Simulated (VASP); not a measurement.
# ZnBi3 (I4/mmm) in VASP: single point with LDA

Aim: the single point of ZnBi3 with LDA.

Everything below comes from runs of VASP 6.6.1. Logs are shortened: lines on timing, memory, paths and dates and some standing lists are left out, and cuts for length are marked.

## Step 1: The cell of the first run

It takes space group I4/mmm (No. 139, tetragonal). Conventional cell: a = 5.045 Å, b = 5.045 Å, c = 9.126 Å, α = 90.00°, β = 90.00°, γ = 90.00°. Zn (site symmetry 4/mmm) has 12 Bi at 3.40 to 3.57 Å within 4.5 Å. Bi (site symmetry -4m2) has 4 Zn at 3.40 Å and 8 Bi at 3.40 to 3.57 Å within 4.5 Å. Within 4.5 Å of Bi (site symmetry 4/mmm) lie 8 Bi at 3.40 Å and 4 Zn at 3.57 Å.

## Step 2: Single point, LDA

File INCAR:

```
SYSTEM = ZnBi3
ALGO = Normal
EDIFF = 1E-6
ENCUT = 520
ISIF = 2
ISMEAR = -1
LASPH = .TRUE.
LCHARG = .TRUE.
LELF = .TRUE.
LREAL = .FALSE.
LVHAR = .TRUE.
LWAVE = .FALSE.
NBANDS = 36
NELM = 80
PREC = Accurate
SIGMA = 0.15
```

File KPOINTS:

```
k-points
0
G
  7 7 7
  0 0 0
```

File POSCAR:

```
ZnBi3
1.0
   -2.5226680000      2.5226680000      4.5629090000
    2.5226680000     -2.5226680000      4.5629090000
    2.5226680000      2.5226680000     -4.5629090000
Zn Bi
1 3
Direct
    0.0000000000      0.0000000000      0.0000000000
    0.7500000000      0.2500000000      0.5000000000
    0.2500000000      0.7500000000      0.5000000000
    0.5000000000      0.5000000000      0.0000000000
```

Potentials or basis: VASP PAW LDA potentials, release 64 (Zn, Bi_d).

On the command line:

```console
cat potpaw_LDA.64/Zn/POTCAR potpaw_LDA.64/Bi_d/POTCAR > POTCAR
mpirun -np 1 vasp_std > vasp.out
```

OUTCAR:

```text
SYSTEM = ZnBi3
   EDIFF = 1E-6
   ENCUT = 520
   ISIF = 2
   ISMEAR = -1
   LASPH = .TRUE.
   LREAL = .FALSE.
   NELM = 80
   PREC = Accurate

 ion  position               nearest neighbor table
   1  0.000  0.000  0.000-   2 3.40   3 3.40   2 3.40   3 3.40   2 3.40   3 3.40   2 3.40   3 3.40

   2  0.750  0.250  0.500-   1 3.40   4 3.40   1 3.40   4 3.40   4 3.40   1 3.40   4 3.40   1 3.40
                             3 3.57   3 3.57   3 3.57   3 3.57
   3  0.250  0.750  0.500-   1 3.40   4 3.40   1 3.40   4 3.40   1 3.40   4 3.40   1 3.40   4 3.40
                             2 3.57   2 3.57   2 3.57   2 3.57
   4  0.500  0.500  0.000-   2 3.40   3 3.40   2 3.40   3 3.40   3 3.40   2 3.40   3 3.40   2 3.40

  LATTYP: Found a body centered tetragonal cell.
 ALAT       =     5.0453360000
 C/A-ratio  =     1.8087631825

  Lattice vectors:

 A1 = (  -2.5226680000,   2.5226680000,   4.5629090000)
 A2 = (   2.5226680000,  -2.5226680000,   4.5629090000)
 A3 = (   2.5226680000,   2.5226680000,  -4.5629090000)

Analysis of symmetry for initial positions (statically):
=====================================================================
 Subroutine PRICEL returns:
 Original cell was already a primitive cell.

 Routine SETGRP: Setting up the symmetry group for a
 body centered tetragonal supercell.

 Subroutine GETGRP returns: Found 16 space group operations
 (whereof 16 operations were pure point group operations)
 out of a pool of 16 trial point group operations.

The static configuration has the point symmetry D_4h.

Analysis of symmetry for dynamics (positions and initial velocities):
=====================================================================
 Subroutine PRICEL returns:
 Original cell was already a primitive cell.

 Routine SETGRP: Setting up the symmetry group for a
 body centered tetragonal supercell.

 Subroutine GETGRP returns: Found 16 space group operations
 (whereof 16 operations were pure point group operations)
 out of a pool of 16 trial point group operations.

The dynamic configuration has the point symmetry D_4h.

 Subroutine INISYM returns: Found 16 space group operations
 (whereof 16 operations are pure point group operations),
 and found     1 'primitive' translations

----------------------------------------------------------------------------------------

                                     Primitive cell

  volume of cell :     116.1507

[... 86 lines left out ...]
   ISPIN  =      1    spin polarized calculation?
   LNONCOLLINEAR =      F non collinear calculations
   LSORBIT =      F    spin-orbit coupling
   LASPH  =      T    aspherical Exc in radial PAW
   ENCUT  =  520.0 eV  38.22 Ry    6.18 a.u.  10.77 10.77 10.77*2*pi/ulx,y,z
   NELM   =     80;   NELMIN=  2; NELMDL= -5     # of ELM steps
   EDIFF  = 0.1E-05   stopping-criterion for ELM
   LREAL  =      F    real-space projection
   EDIFFG = 0.1E-04   stopping-criterion for IOM
   NSW    =      0    number of steps for IOM
   IBRION =     -1    ionic relax: 0-MD 1-quasi-New 2-CG
   NFREE  =      0    steps in history (QN), initial steepest desc. (CG)
   ISIF   =      2    stress and relaxation
   ISYM   =      2    0-nonsym 1-usesym 2-fastsym
   POTIM  = 0.5000    time-step for ionic-motion
   TEBEG  =    0.0;   TEEND  =   0.0 temperature during run
   PSTRESS=    0.0 pullay stress
   NELECT =      57.0000    total number of electrons
   NUPDOWN=      -1.0000    fix difference up-down
   EMIN   =  10.00;   EMAX   =-10.00  energy-range for DOS
   EFERMI =   0.00;   METHOD = LEGACY
   ISMEAR =    -1;   SIGMA  =   0.15  broadening in eV -4-tet -1-fermi 0-gaus
   EFERMI_NEDOS =   21; number of points for ismear=-14 and -15
   IALGO  =     38    algorithm
   IMIX   =      4    mixing-type and parameters
     AMIX     =   0.40;   BMIX     =  1.00
     AMIX_MAG =   1.60;   BMIX_MAG =  1.00
  volume/ion in A,a.u.               =      29.04       195.96
  Fermi-wavevector in a.u.,A,eV,Ry     =   1.291296  2.440195 22.686969  1.667445
  Thomas-Fermi vector in A             =   2.423075
   LORBIT       =      0    0 simple, 1 ext, 2 COOP (PROOUT), +10 PAW based schemes
   GGA     = CA    functional components
   LHFCALC =     F    Hartree Fock is set to
   AEXX    =    0.0000 exact exchange contribution
   IVDW    =     0    specifies the selected vdW correction
   LEPSILON=     F    determine dielectric tensor
   LRPA    =     F    only Hartree local field effects (RPA)
 non-spin polarized calculation
  energy-cutoff  :      520.00
  volume of cell :      116.15
 maximum number of plane-waves:      3152
 NGX is ok and might be reduce to    48
   NGX = 21   NGY = 21   NGZ = 21

 number of electron      56.9999990 magnetization

 Free energy of the ion-electron system (eV)
  ---------------------------------------------------
  ext. energy  EPLUGINS =         0.00000000
  ---------------------------------------------------
  free energy    TOTEN  =       -14.68670456 eV

  energy without entropy =      -14.53976508  energy(sigma->0) =      -14.61323482

 E-fermi :   6.3536     XC(G=0): -10.3993

 val. band max:        6.3275402700   @ k =  -0.1429   0.1429   0.1429
 cond. band min:       6.3732135689   @ k =  -0.2857  -0.4286   0.2857
 fundamental gap:      0.0456732989
 Fermi energy:         6.3535605911

 k-point     1 :       0.0000    0.0000    0.0000
  band No.  band energies     occupation
      1     -16.7105      2.00000
      2     -16.7094      2.00000
      3     -16.7094      2.00000
      4     -16.6889      2.00000
      5     -16.6778      2.00000
      6     -16.6266      2.00000
[... 925 lines left out ...]
     35      11.9035      0.00000
     36      12.0738      0.00000

 [... further k-points ...]
[... 5 lines left out ...]
  --------------------------------------------------------------------------------------
  -------------------------------------------------------------------------------------
  Total       -2.8943312     -2.8943312     -2.8662209      0.0000000     -0.0000000      0.0000000
  in kB      -39.9242540    -39.9242540    -39.5365017      0.0000000     -0.0000000      0.0000000
  external PRESSURE =     -39.7950033 kB  Pullay stress =       0.0000000 kB

 VOLUME and BASIS-vectors are now :
 -----------------------------------------------------------------------------
  energy-cutoff  :      520.00
  volume of cell :      116.15
      direct lattice vectors                 reciprocal lattice vectors
    -2.522668000  2.522668000  4.562909000     0.000000000  0.198202855  0.109579218
     2.522668000 -2.522668000  4.562909000     0.198202855  0.000000000  0.109579218
     2.522668000  2.522668000 -4.562909000     0.198202855  0.198202855  0.000000000

 POSITION                                       TOTAL-FORCE (eV/Angst)
 -----------------------------------------------------------------------------------
      0.00000      0.00000      0.00000        -0.000000      0.000000     -0.000000
     -0.00000      2.52267      2.28145         0.000000      0.000000      0.000000
      2.52267     -0.00000      2.28145         0.000000     -0.000000      0.000000
      0.00000      0.00000      4.56291        -0.000000      0.000000     -0.000000
 -----------------------------------------------------------------------------------
    total drift:                                0.000000     -0.000000      0.000000

  FREE ENERGIE OF THE ION-ELECTRON SYSTEM (eV)
  ---------------------------------------------------
  free  energy   TOTEN  =       -14.6867045580 eV

  energy  without entropy=      -14.5397650757  energy(sigma->0) =      -14.61323482
```

OSZICAR:

```text
N       E                     dE             d eps       ncg     rms          rms(c)
DAV:   1     0.612446325097E+03    0.61245E+03   -0.29636E+04  2880   0.202E+03
DAV:   2     0.536227154573E+02   -0.55882E+03   -0.55019E+03  2880   0.527E+02
DAV:   3    -0.118357140308E+02   -0.65458E+02   -0.64514E+02  3368   0.192E+02
DAV:   4    -0.146525773837E+02   -0.28169E+01   -0.28057E+01  3236   0.418E+01
DAV:   5    -0.147808387975E+02   -0.12826E+00   -0.12825E+00  3864   0.818E+00    0.144E+00
DAV:   6    -0.146988327787E+02    0.82006E-01   -0.36871E-01  3516   0.597E+00    0.124E+00
DAV:   7    -0.146897161342E+02    0.91166E-02   -0.42963E-02  3132   0.188E+00    0.518E-01
DAV:   8    -0.146868261367E+02    0.28900E-02   -0.56152E-03  3240   0.597E-01    0.110E-01
DAV:   9    -0.146867109517E+02    0.11518E-03   -0.60658E-04  3220   0.214E-01    0.246E-02
DAV:  10    -0.146867039493E+02    0.70024E-05   -0.76267E-05  3224   0.803E-02    0.132E-02
DAV:  11    -0.146867045580E+02   -0.60870E-06   -0.66986E-06  2864   0.174E-02
   1 F= -.14686705E+02 E0= -.14613235E+02  d E =-.146939E+00
```

It took 3.5 min on 1 thread of Intel Xeon Platinum 8259CL at 2.50GHz (Skylake/Cascade Lake), shared host; peak memory 0.33 GiB.

Results:

| Quantity | Value |
| --- | --- |
| Free energy | -14.6867 eV |
| Pressure | -4.0 GPa |

Caveat: spin-orbit coupling is left out, which moves the levels of the heavy elements.
